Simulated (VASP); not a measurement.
# W (P6_3/mmc) in VASP: a series of runs, part 2 of 2

VASP 6.6.1. The steps go on from the part before.

**3. Relaxation of cell and atoms, PBEsol**

This run uses another cell than the first one, of 16.44 Å³/atom.

Input file INCAR:

```
PREC = Accurate
ENCUT = 600
EDIFF = 1E-6
ISMEAR = 0
SIGMA = 0.1
LREAL = False
LASPH = True
NELM = 80
ALGO = Normal
ISIF = 3
LWAVE = False
LCHARG = False
GGA = PS
IBRION = 2
NSW = 90
EDIFFG = -0.04
```

Input file KPOINTS:

```
regular mesh
0
Gamma
  9 9 2
```

Input file POSCAR:

```
W
1.0
    2.7510825023      0.0000000000      0.0000000000
   -1.3755412511      2.3825073349      0.0000000000
    0.0000000000      0.0000000000     10.0357821870
W
4
Direct
    0.3333333333      0.6666666667      0.3812971114
    0.6666666667      0.3333333333      0.8812971114
    0.6666666667      0.3333333333      0.6187028886
    0.3333333333      0.6666666667      0.1187028886
```

Potentials or basis: VASP PAW PBE potentials, release 64 (W_sv).

Launch:

```
$ cat potpaw_PBE.64/W_sv/POTCAR > POTCAR
$ mpirun -np 1 vasp_std > vasp.out
```

OUTCAR:

```text
PREC = Accurate
   ENCUT = 600
   EDIFF = 1E-6
   ISMEAR = 0
   LREAL = False
   LASPH = True
   NELM = 80
   ISIF = 3
   GGA = PS
   IBRION = 2
   NSW = 90
   EDIFFG = -0.04

 ion  position               nearest neighbor table
   1  0.333  0.667  0.381-   4 2.64   3 2.86   3 2.86   3 2.86
   2  0.667  0.333  0.881-   3 2.64   4 2.86   4 2.86   4 2.86
   3  0.667  0.333  0.619-   2 2.64   1 2.86   1 2.86   1 2.86
   4  0.333  0.667  0.119-   1 2.64   2 2.86   2 2.86   2 2.86

  LATTYP: Found a hexagonal cell.
 ALAT       =     2.7510825023
 C/A-ratio  =     3.6479393761

  Lattice vectors:

 A1 = (   2.7510825023,   0.0000000000,   0.0000000000)
 A2 = (  -1.3755412511,   2.3825073349,   0.0000000000)
 A3 = (   0.0000000000,   0.0000000000,  10.0357821870)

Analysis of symmetry for initial positions (statically):
=====================================================================
 Subroutine PRICEL returns:
 Original cell was already a primitive cell.

 Routine SETGRP: Setting up the symmetry group for a
 hexagonal supercell.

 Subroutine GETGRP returns: Found 24 space group operations
 (whereof 12 operations were pure point group operations)
[... 159 lines left out ...]
   NGX = 11   NGY = 11   NGZ = 41

--------------------------------------- Ionic step        1  -------------------------------------------

 number of electron      55.9999993 magnetization

 Free energy of the ion-electron system (eV)
  ---------------------------------------------------
  ext. energy  EPLUGINS =         0.00000000
  ---------------------------------------------------
  free energy    TOTEN  =       -51.45397670 eV

  energy without entropy =      -51.42635832  energy(sigma->0) =      -51.44016751

------------------------ aborting loop because EDIFF is reached ----------------------------------------

  FORCE on cell =-STRESS in cart. coord.  units (eV):
  Direction    XX          YY          ZZ          XY          YZ          ZX
  --------------------------------------------------------------------------------------
  -------------------------------------------------------------------------------------
  Total       -0.2376066     -0.2376066      2.7486952     -0.0000000      0.0000000      0.0000000
  in kB       -5.7873544     -5.7873544     66.9496134     -0.0000000      0.0000000      0.0000000
  external PRESSURE =      18.4583016 kB  Pullay stress =       0.0000000 kB
[... 215 lines left out ...]
--------------------------------------- Ionic step        7  -------------------------------------------

 number of electron      56.0000000 magnetization

 Free energy of the ion-electron system (eV)
  ---------------------------------------------------
  ext. energy  EPLUGINS =         0.00000000
  ---------------------------------------------------
  free energy    TOTEN  =       -51.48368836 eV

  energy without entropy =      -51.46444143  energy(sigma->0) =      -51.47406489

 E-fermi :  10.4811     XC(G=0): -13.4367

 val. band max:       10.4689301565   @ k =   0.3333   0.0000   0.0000
 cond. band min:      10.4867503554   @ k =   0.3333   0.3333   0.5000
 fundamental gap:      0.0178201988
 Fermi energy:        10.4811490373

 k-point     1 :       0.0000    0.0000    0.0000
  band No.  band energies     occupation
      1     -63.3951      2.00000
      2     -63.3579      2.00000
      3     -63.3477      2.00000
      4     -63.3103      2.00000
      5     -28.2840      2.00000
      6     -27.7695      2.00000
[... 884 lines left out ...]
  FREE ENERGIE OF THE ION-ELECTRON SYSTEM (eV)
  ---------------------------------------------------
  free  energy   TOTEN  =       -51.4836883587 eV

  energy  without entropy=      -51.4644414264  energy(sigma->0) =      -51.47406489

 reached required accuracy - stopping structural energy minimisation
```

OSZICAR:

```text
N       E                     dE             d eps       ncg     rms          rms(c)
DAV:   1     0.763774998333E+03    0.76377E+03   -0.36646E+04  1584   0.220E+03
DAV:   2    -0.132034920759E+02   -0.77698E+03   -0.76801E+03  1653   0.658E+02
DAV:   3    -0.525137245122E+02   -0.39310E+02   -0.38183E+02  1937   0.135E+02
[... 57 lines left out ...]
       N       E                     dE             d eps       ncg     rms          rms(c)
DAV:   1    -0.514836876858E+02   -0.75834E-05   -0.22385E-03  1718   0.609E-01    0.329E-02
DAV:   2    -0.514836943995E+02   -0.67138E-05   -0.29936E-04  1634   0.128E-01    0.143E-02
DAV:   3    -0.514836886184E+02    0.57811E-05   -0.22477E-05  1941   0.338E-02    0.487E-03
DAV:   4    -0.514836883587E+02    0.25965E-06   -0.12682E-06   969   0.867E-03
   7 F= -.51483688E+02 E0= -.51474065E+02  d E =-.882810E-03
```

It took 2.8 min on 1 thread of Intel Xeon Platinum 8375C at 2.90GHz (Ice Lake), shared host; peak memory 0.23 GiB.

What came out:

```
Free energy                           : -51.4837 eV
Relaxed volume                        : 16.59 Å³/atom
Relaxed cell                          : a = 2.739 Å, b = 2.739 Å, c = 10.210 Å, α = 90.00°, β = 90.00°, γ = 120.00°
Space group after relaxing (to 0.1 Å) : P6_3/mmc (No. 194)
Energy gained by relaxing             : 7.4 meV/atom
Ionic steps                           : 7
Pressure after relaxing               : 0.2 GPa
Largest force after relaxing          : 0.015 eV/Å
Band gap on the k mesh                : zero (bands 28 and 29 overlap by 1.52 eV)
```

Forces in eV/Å, atoms in the order of the input:
```
W    0.000  0.000  0.015
W    0.000  0.000  0.015
W    0.000  0.000 -0.015
W    0.000  0.000 -0.015
```

Step by step:
| step | energy change (eV) | largest force (eV/Å) | pressure (GPa) | volume (Å³) |
| --- | --- | --- | --- | --- |
| 1 | 0.0000 | 0.0926 | 1.85 | 65.78 |
| 2 | -0.0044 | 0.1402 | -4.16 | 67.57 |
| 3 | -0.0258 | 0.1347 | -1.56 | 66.74 |
| 4 | -0.0137 | 0.0139 | 3.48 | 65.72 |
| 5 | -0.0288 | 0.0952 | -0.04 | 66.41 |
| 6 | -0.0297 | 0.0064 | 0.23 | 66.35 |
| 7 | -0.0297 | 0.0146 | 0.21 | 66.35 |

Final structure:
```
W
1.0
     2.73932    0.00000    0.00000
    -1.36966    2.37232    0.00000
     0.00000    0.00000   10.21044
W
4
Cartesian
  0.0000 1.5815 3.9014
  1.3697 0.7908 9.0066
  1.3697 0.7908 6.3091
  0.0000 1.5815 1.2038
```

Levels at points of the mesh, in eV from the Fermi level:
| k point | band 24 | band 25 | band 26 | band 27 | band 28 | band 29 | band 30 | band 31 | band 32 | band 33 |
| --- | --- | --- | --- | --- | --- | --- | --- | --- | --- | --- |
| (0.00, 0.00, 0.00) | -0.79 | -0.70 | -0.70 | -0.44 | -0.44 | -0.36 | -0.36 | -0.06 | -0.06 | 1.94 |
| (0.00, 0.00, 0.50) | -1.25 | -0.60 | -0.60 | -0.60 | -0.60 | -0.19 | -0.19 | -0.19 | -0.19 | 2.29 |

Caveat: the PAW data sets were made with another functional, which shifts forces and pressure a little; spin-orbit coupling is left out, which moves the levels of the heavy elements.
